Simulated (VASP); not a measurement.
# MgCd2S3 (P-3m1) in VASP: further runs

The runs below take MgCd2S3 through single point, with PBE.

All numbers are computed with VASP 6.6.1; they aren't measurements. Logs are shortened: lines on timing, memory, paths and dates and some standing lists are left out, and cuts for length are marked.

**1. The cell of the first run**

The structure is trigonal, space group P-3m1 (No. 164). The conventional cell has a = 3.832 Å, b = 3.832 Å, c = 9.397 Å, α = 90.00°, β = 90.00°, γ = 120.00°. Within 3.5 Å of Mg (site symmetry -3m) lie 6 S at 2.65 Å. Within 3.6 Å of Cd (site symmetry 3m) lie 6 S at 2.74 Å. Within 3.6 Å of S (site symmetry -3m) lie 6 Cd at 2.74 Å. Within 3.5 Å of S (site symmetry 3m) lie 3 Mg at 2.65 Å and 3 Cd at 2.74 Å.

**2. Single point, PBE**

INCAR reads:

```
PREC = Accurate
ENCUT = 520
EDIFF = 1E-7
ISMEAR = 0
SIGMA = 0.1
LREAL = F
LASPH = T
NELM = 100
ALGO = Normal
ISIF = 2
LWAVE = F
LCHARG = T
GGA = PE
LELF = T
LVHAR = T
NBANDS = 31
```

KPOINTS reads:

```
regular mesh
0
Gamma
  6 6 2
```

POSCAR reads:

```
MgCd2S3
1.0
    3.8315932742      0.0000000000      0.0000000000
   -1.9157966371      3.3182571124      0.0000000000
    0.0000000000      0.0000000000      9.3966595237
Mg Cd S
1 2 3
Direct
    0.0000000000      0.0000000000      0.0000000000
    0.3333333333      0.6666666667      0.6716778521
    0.6666666667      0.3333333333      0.3283221479
    0.0000000000      0.0000000000      0.5000000000
    0.3333333333      0.6666666667      0.1555751699
    0.6666666667      0.3333333333      0.8444248301
```

Potentials or basis: VASP PAW PBE potentials, release 64 (Mg, Cd, S).

On the command line:

```console
> cat potpaw_PBE.64/Mg/POTCAR potpaw_PBE.64/Cd/POTCAR potpaw_PBE.64/S/POTCAR > POTCAR
> mpirun -np 1 vasp_std > vasp.out
```

OUTCAR:

```text
PREC = Accurate
   ENCUT = 520
   EDIFF = 1E-7
   ISMEAR = 0
   LREAL = F
   LASPH = T
   NELM = 100
   ISIF = 2
   GGA = PE

 ion  position               nearest neighbor table
   1  0.000  0.000  0.000-   5 2.65   6 2.65   5 2.65   6 2.65   6 2.65   5 2.65
   2  0.333  0.667  0.672-   4 2.74   4 2.74   4 2.74   6 2.74   6 2.74   6 2.74
   3  0.667  0.333  0.328-   4 2.74   4 2.74   4 2.74   5 2.74   5 2.74   5 2.74
   4  0.000  0.000  0.500-   2 2.74   3 2.74   2 2.74   3 2.74   3 2.74   2 2.74
   5  0.333  0.667  0.156-   1 2.65   1 2.65   1 2.65   3 2.74   3 2.74   3 2.74
   6  0.667  0.333  0.844-   1 2.65   1 2.65   1 2.65   2 2.74   2 2.74   2 2.74

  LATTYP: Found a hexagonal cell.
 ALAT       =     3.8315932742
 C/A-ratio  =     2.4524157058

  Lattice vectors:

 A1 = (   3.8315932742,   0.0000000000,   0.0000000000)
 A2 = (  -1.9157966371,   3.3182571124,   0.0000000000)
 A3 = (   0.0000000000,   0.0000000000,   9.3966595237)

Analysis of symmetry for initial positions (statically):
=====================================================================
 Subroutine PRICEL returns:
 Original cell was already a primitive cell.

 Routine SETGRP: Setting up the symmetry group for a
 hexagonal supercell.

 Subroutine GETGRP returns: Found 12 space group operations
 (whereof 12 operations were pure point group operations)
 out of a pool of 24 trial point group operations.

The static configuration has the point symmetry D_3d.

Analysis of symmetry for dynamics (positions and initial velocities):
=====================================================================
 Subroutine PRICEL returns:
 Original cell was already a primitive cell.

 Routine SETGRP: Setting up the symmetry group for a
 hexagonal supercell.

 Subroutine GETGRP returns: Found 12 space group operations
 (whereof 12 operations were pure point group operations)
 out of a pool of 24 trial point group operations.

The dynamic configuration has the point symmetry D_3d.

 Subroutine INISYM returns: Found 12 space group operations
 (whereof 12 operations are pure point group operations),
 and found     1 'primitive' translations

----------------------------------------------------------------------------------------

                                     Primitive cell

  volume of cell :     119.4711

  direct lattice vectors                    reciprocal lattice vectors
[... 86 lines left out ...]
   EDIFFG = 0.1E-05   stopping-criterion for IOM
   NSW    =      0    number of steps for IOM
   IBRION =     -1    ionic relax: 0-MD 1-quasi-New 2-CG
   NFREE  =      0    steps in history (QN), initial steepest desc. (CG)
   ISIF   =      2    stress and relaxation
   ISYM   =      2    0-nonsym 1-usesym 2-fastsym
   POTIM  = 0.5000    time-step for ionic-motion
   TEBEG  =    0.0;   TEEND  =   0.0 temperature during run
   PSTRESS=    0.0 pullay stress
   NELECT =      44.0000    total number of electrons
   NUPDOWN=      -1.0000    fix difference up-down
   EMIN   =  10.00;   EMAX   =-10.00  energy-range for DOS
   EFERMI =   0.00;   METHOD = LEGACY
   ISMEAR =     0;   SIGMA  =   0.10  broadening in eV -4-tet -1-fermi 0-gaus
   EFERMI_NEDOS =   21; number of points for ismear=-14 and -15
   IALGO  =     38    algorithm
   IMIX   =      4    mixing-type and parameters
     AMIX     =   0.40;   BMIX     =  1.00
     AMIX_MAG =   1.60;   BMIX_MAG =  1.00
  volume/ion in A,a.u.               =      19.91       134.37
  Fermi-wavevector in a.u.,A,eV,Ry     =   1.173468  2.217534 18.735606  1.377028
  Thomas-Fermi vector in A             =   2.309881
   LORBIT       =      0    0 simple, 1 ext, 2 COOP (PROOUT), +10 PAW based schemes
   GGA     = PE    functional components
   LHFCALC =     F    Hartree Fock is set to
   AEXX    =    0.0000 exact exchange contribution
   IVDW    =     0    specifies the selected vdW correction
   LEPSILON=     F    determine dielectric tensor
   LRPA    =     F    only Hartree local field effects (RPA)
 non-spin polarized calculation
 Gauss-broadening in eV      SIGMA  =   0.10
  energy-cutoff  :      520.00
  volume of cell :      119.47
 maximum number of plane-waves:      3248
   NGX = 15   NGY = 15   NGZ = 35

 number of electron      43.9999994 magnetization

 Free energy of the ion-electron system (eV)
  ---------------------------------------------------
  ext. energy  EPLUGINS =         0.00000000
  ---------------------------------------------------
  free energy    TOTEN  =       -20.15888387 eV

  energy without entropy =      -20.15888387  energy(sigma->0) =      -20.15888387

 E-fermi :   3.4414     XC(G=0): -10.0926

 val. band max:        2.9923712008   @ k =   0.0000   0.0000   0.0000
 cond. band min:       3.8873161139   @ k =   0.5000   0.0000   0.0000
 fundamental gap:      0.8949449131
 Fermi energy:         3.4414086976

 k-point     1 :       0.0000    0.0000    0.0000
  band No.  band energies     occupation
      1      -9.6499      2.00000
      2      -8.9119      2.00000
      3      -8.7899      2.00000
      4      -4.7321      2.00000
      5      -4.7321      2.00000
      6      -4.6516      2.00000
[... 465 lines left out ...]
     30      10.9723      0.00000
     31      10.9723      0.00000

------------------------ aborting loop because EDIFF is reached ----------------------------------------

  FORCE on cell =-STRESS in cart. coord.  units (eV):
  Direction    XX          YY          ZZ          XY          YZ          ZX
  --------------------------------------------------------------------------------------
  -------------------------------------------------------------------------------------
  Total       -0.0908333     -0.0908333     -0.1154861     -0.0000000      0.0000000      0.0000000
  in kB       -1.2181277     -1.2181277     -1.5487358     -0.0000000      0.0000000      0.0000000
  external PRESSURE =      -1.3283304 kB  Pullay stress =       0.0000000 kB

 VOLUME and BASIS-vectors are now :
 -----------------------------------------------------------------------------
  energy-cutoff  :      520.00
  volume of cell :      119.47
      direct lattice vectors                 reciprocal lattice vectors
     3.831593274  0.000000000  0.000000000     0.260988035  0.150681512  0.000000000
    -1.915796637  3.318257112  0.000000000     0.000000000  0.301363025  0.000000000
     0.000000000  0.000000000  9.396659524     0.000000000  0.000000000  0.106420797

 POSITION                                       TOTAL-FORCE (eV/Angst)
 -----------------------------------------------------------------------------------
      0.00000      0.00000      0.00000        -0.000000      0.000000      0.000000
     -0.00000      2.21217      6.31153         0.000000      0.000000     -0.029008
      1.91580      1.10609      3.08513        -0.000000      0.000000      0.029008
      0.00000      0.00000      4.69833        -0.000000      0.000000      0.000000
     -0.00000      2.21217      1.46189         0.000000      0.000000     -0.035439
      1.91580      1.10609      7.93477        -0.000000      0.000000      0.035439
 -----------------------------------------------------------------------------------
    total drift:                                0.000000     -0.000000      0.000000

  FREE ENERGIE OF THE ION-ELECTRON SYSTEM (eV)
  ---------------------------------------------------
  free  energy   TOTEN  =       -20.1588838692 eV

  energy  without entropy=      -20.1588838692  energy(sigma->0) =      -20.15888387
```

stdout:

```text
POSCAR found type information on POSCAR MgCdS
 POSCAR found :  3 types and       6 ions
 scaLAPACK will be used
 LDA part: xc-table for (Slater+PW92), standard interpolation
 POSCAR, INCAR and KPOINTS ok, starting setup
 FFT: planning ... GRIDC
 FFT: planning ... GRID_SOFT
 FFT: planning ... GRID
 WAVECAR not read
 entering main loop
```

It took 64 s on 1 thread of Intel Xeon Platinum 8488C (Sapphire Rapids), shared host; peak memory 0.23 GiB.

What came out:

```yaml
Free_energy: -20.1589 eV
Pressure: -0.1 GPa
Largest_force: 0.035 eV/Å
Band_gap_on_the_k_mesh: 0.89 eV (least direct gap 1.43 eV)
```

Forces in eV/Å, atoms in the order of the input:
```
Mg   0.000  0.000  0.000
Cd   0.000  0.000 -0.029
Cd   0.000  0.000  0.029
S    0.000  0.000  0.000
S    0.000  0.000 -0.035
S    0.000  0.000  0.035
```

Levels at points of the mesh, in eV from the valence-band top:
```
           k point  band 20  band 21  band 22  band 23  band 24  band 25
(0.00, 0.00, 0.00)    -0.50     0.00     0.00     1.56     3.97     4.00
(0.50, 0.00, 0.00)    -1.05    -0.93    -0.54     0.89     3.97     4.23
(0.00, 0.00, 0.50)    -0.32    -0.08    -0.08     2.86     3.35     3.84
(0.50, 0.00, 0.50)    -1.56    -0.17    -0.13     1.80     2.56     3.77
```

A k mesh can miss the band edges.

**3. Single point, PBE**

This run uses another cell than the first one, of 19.82 Å³/atom.

INCAR reads:

```
SYSTEM = MgCd2S3
PREC = Accurate
ENCUT = 520
EDIFF = 1E-6
ISMEAR = 0
SIGMA = 0.02
LREAL = .False.
LASPH = .True.
NELM = 60
ALGO = Normal
ISIF = 2
LWAVE = .False.
LCHARG = .False.
GGA = PE
NBANDS = 31
```

KPOINTS reads:

```
Automatic mesh
0
Gamma
  12 12 4
  0 0 0
```

POSCAR reads:

```
MgCd2S3
1.0
    3.8261385438      0.0000000000      0.0000000000
   -1.9130692719      3.3135331773      0.0000000000
    0.0000000000      0.0000000000      9.3788966827
Mg Cd S
1 2 3
Direct
    0.0000000000      0.0000000000      0.0000000000
    0.3333333333      0.6666666667      0.6712392756
    0.6666666667      0.3333333333      0.3287607244
    0.0000000000      0.0000000000      0.5000000000
    0.3333333333      0.6666666667      0.1557569667
    0.6666666667      0.3333333333      0.8442430333
```

Potentials or basis: VASP PAW PBE potentials, release 64 (Mg, Cd, S).

On the command line:

```console
> cat potpaw_PBE.64/Mg/POTCAR potpaw_PBE.64/Cd/POTCAR potpaw_PBE.64/S/POTCAR > POTCAR
> mpirun -np 1 vasp_std > vasp.out
```

Run time: 4 min. Hardware: 1 thread of Intel Xeon Platinum 8488C (Sapphire Rapids), shared host; peak memory 0.37 GiB.

The run converged. Its results:

| Quantity | Value |
| --- | --- |
| Free energy | -20.1680 eV |
| Pressure | 0.2 GPa |
| Largest force | 0.040 eV/Å |
| Band gap on the k mesh | 0.91 eV (least direct gap 1.45 eV) |

Forces in eV/Å, atoms in the order of the input:
```
Mg   0.000  0.000  0.000
Cd   0.000  0.000  0.003
Cd   0.000  0.000 -0.003
S    0.000  0.000  0.000
S    0.000  0.000 -0.040
S    0.000  0.000  0.040
```

Levels at points of the mesh, in eV from the valence-band top:
| k point | band 19 | band 20 | band 21 | band 22 | band 23 | band 24 | band 25 | band 26 |
| --- | --- | --- | --- | --- | --- | --- | --- | --- |
| (0.00, 0.00, 0.00) | -0.50 | -0.50 | 0.00 | 0.00 | 1.59 | 3.97 | 4.03 | 6.72 |
| (0.50, 0.00, 0.00) | -1.44 | -1.05 | -0.92 | -0.54 | 0.91 | 3.99 | 4.24 | 5.28 |
| (0.00, 0.00, 0.50) | -0.31 | -0.31 | -0.08 | -0.08 | 2.88 | 3.38 | 3.85 | 6.22 |
| (0.50, 0.00, 0.50) | -1.64 | -1.56 | -0.17 | -0.13 | 1.81 | 2.58 | 3.78 | 5.69 |
